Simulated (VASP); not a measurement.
# BiTe (R-3m) in VASP: a series of runs, part 2 of 2

VASP 6.6.1.

### Step 3. Relaxation of shape and atoms at fixed volume, r2SCAN (29.21 Å³/atom)

This run uses another cell than the first one, of 29.21 Å³/atom.

File POSCAR:

```
BiTe
1.0
    2.3625090075      1.3639952115      3.0214740344
   -2.3625090075      1.3639952115      3.0214740344
    0.0000000000     -2.7279904229      3.0214740344
Bi Te
1 1
Direct
    0.5000000000      0.5000000000      0.5000000000
    0.0000000000      0.0000000000      0.0000000000
```

File INCAR.step1:

```
SYSTEM = BiTe
  PREC = Accurate
  ENCUT = 600
  ISMEAR = 0
  SIGMA = 0.1
  LREAL = .FALSE.
  LASPH = .TRUE.
  NELM = 80
  GGA = PE
  ALGO = Normal
  EDIFF = 1E-4
  LWAVE = .TRUE.
  LCHARG = .FALSE.
```

File INCAR.step2:

```
SYSTEM = BiTe
  PREC = Accurate
  ENCUT = 600
  EDIFF = 1E-6
  ISMEAR = 0
  SIGMA = 0.1
  LREAL = .FALSE.
  LASPH = .TRUE.
  NELM = 80
  ALGO = Normal
  ISIF = 4
  LWAVE = .FALSE.
  LCHARG = .FALSE.
  METAGGA = R2SCAN
  LMIXTAU = .TRUE.
  IBRION = 2
  NSW = 50
  EDIFFG = -0.01
  ISTART = 1
```

File KPOINTS:

```
Automatic mesh
0
G
  12 12 12
  0 0 0
```

Potentials or basis: VASP PAW PBE potentials, release 64 (Bi_d, Te).

Run with:

```console
> cat potpaw_PBE.64/Bi_d/POTCAR potpaw_PBE.64/Te/POTCAR > POTCAR
> cp INCAR.step1 INCAR
> mpirun -np 1 vasp_std > vasp.out
> cp INCAR.step2 INCAR
> mpirun -np 1 vasp_std > vasp.out
```

OUTCAR:

```text
SYSTEM = BiTe
   PREC = Accurate
   ENCUT = 600
   EDIFF = 1E-6
   ISMEAR = 0
   LREAL = .FALSE.
   LASPH = .TRUE.
   NELM = 80
   ISIF = 4
   METAGGA = R2SCAN
   IBRION = 2
   NSW = 50
   EDIFFG = -0.01
   ISTART = 1

 ion  position               nearest neighbor table
   1  0.500  0.500  0.500-   2 3.12   2 3.12   2 3.12   2 3.12   2 3.12   2 3.12
   2  0.000  0.000  0.000-   1 3.12   1 3.12   1 3.12   1 3.12   1 3.12   1 3.12

  LATTYP: Found a trigonal (rhomboedric) cell.
 ALAT       =     4.0707784376
 COS(alpha) =     0.3263690839

  Lattice vectors:

 A1 = (   2.3625090075,   1.3639952115,   3.0214740344)
 A2 = (  -2.3625090075,   1.3639952115,   3.0214740344)
 A3 = (   0.0000000000,  -2.7279904229,   3.0214740344)

Analysis of symmetry for initial positions (statically):
=====================================================================
 Subroutine PRICEL returns:
 Original cell was already a primitive cell.

 Routine SETGRP: Setting up the symmetry group for a
 trigonal (rhombohedral) supercell.

 Subroutine GETGRP returns: Found 12 space group operations
 (whereof 12 operations were pure point group operations)
 out of a pool of 12 trial point group operations.

[... 173 lines left out ...]
  in kB       81.7182558     81.7182558     73.4850329      0.0000000      0.0000000      0.0000000
  external PRESSURE =      78.9738482 kB  Pullay stress =       0.0000000 kB
[... 59 lines left out ...]
--------------------------------------- Ionic step        3  -------------------------------------------

 number of electron      20.9999996 magnetization

 Free energy of the ion-electron system (eV)
  ---------------------------------------------------
  ext. energy  EPLUGINS =         0.00000000
  ---------------------------------------------------
  free energy    TOTEN  =       -83.87190528 eV

  energy without entropy =      -83.86655782  energy(sigma->0) =      -83.86923155

 E-fermi :   8.3813     XC(G=0): -10.7669

 val. band max:        8.3653923700   @ k =   0.3333   0.0833   0.0833
 cond. band min:       8.3838713396   @ k =   0.4167   0.1667   0.0833
 fundamental gap:      0.0184789696
 Fermi energy:         8.3812961685

 k-point     1 :       0.0000    0.0000    0.0000
  band No.  band energies     occupation
      1     -15.6630      2.00000
      2     -15.6630      2.00000
      3     -15.6458      2.00000
      4     -15.6458      2.00000
      5     -15.6064      2.00000
      6      -6.6748      2.00000
      7       0.3374      2.00000
      8       4.7058      2.00000
      9       4.7058      2.00000
     10       6.7367      2.00000
     11      10.6670      0.00000
     12      11.8873      0.00000
     13      11.8873      0.00000
     14      12.3057      0.00000
[... 377 lines left out ...]
      1     -15.6701      2.00000
      2     -15.6637      2.00000
      3     -15.6497      2.00000
      4     -15.6252      2.00000
      5     -15.6026      2.00000
      6      -4.3068      2.00000
      7      -3.6343      2.00000
      8       3.8220      2.00000
      9       5.9143      2.00000
     10       6.7703      2.00000
     11       8.3322      1.51289
     12       9.9943      0.00000
     13      10.6687      0.00000
     14      13.7690      0.00000

 [... further k-points ...]
[... 5 lines left out ...]
  --------------------------------------------------------------------------------------
  -------------------------------------------------------------------------------------
  Total        2.7021328      2.7021328      2.6951640      0.0000000      0.0000000      0.0000000
  in kB       74.1072725     74.1072725     73.9161519      0.0000000      0.0000000      0.0000000
  external PRESSURE =      74.0435656 kB  Pullay stress =       0.0000000 kB
[... 17 lines left out ...]
  FREE ENERGIE OF THE ION-ELECTRON SYSTEM (eV)
  ---------------------------------------------------
  free  energy   TOTEN  =       -83.8719052800 eV

  energy  without entropy=      -83.8665578197  energy(sigma->0) =      -83.86923155

 reached required accuracy - stopping structural energy minimisation
```

Wall time 40 min (1 thread of Oxide Virtual Turin-like, shared host); peak memory 0.35 GiB.

What came out:

```yaml
Free_energy: -83.8719 eV
Energy_gained_by_relaxing: 1.4 meV/atom
Ionic_steps: 3
Pressure_after_relaxing: 7.4 GPa
Band_gap_on_the_k_mesh: zero (an odd number of electrons rules out a gap without spin polarisation)
```

Step by step:
| step | energy change (eV) | largest force (eV/Å) | pressure (GPa) | volume (Å³) |
| --- | --- | --- | --- | --- |
| 1 | 0.0000 | 0.0000 | 7.90 | 58.42 |
| 2 | -0.0013 | 0.0000 | 7.76 | 58.42 |
| 3 | -0.0028 | 0.0000 | 7.40 | 58.42 |

Final structure:
```
CELL_PARAMETERS angstrom
2.38421 1.37652 2.96672
-2.38421 1.37652 2.96672
0.00000 -2.75305 2.96672
ATOMIC_POSITIONS crystal
Bi 0.50000 0.50000 0.50000
Te 0.00000 0.00000 0.00000
```

Caveat: the PAW data sets were made with another functional, which shifts forces and pressure a little; spin-orbit coupling is left out, which moves the levels of the heavy elements.
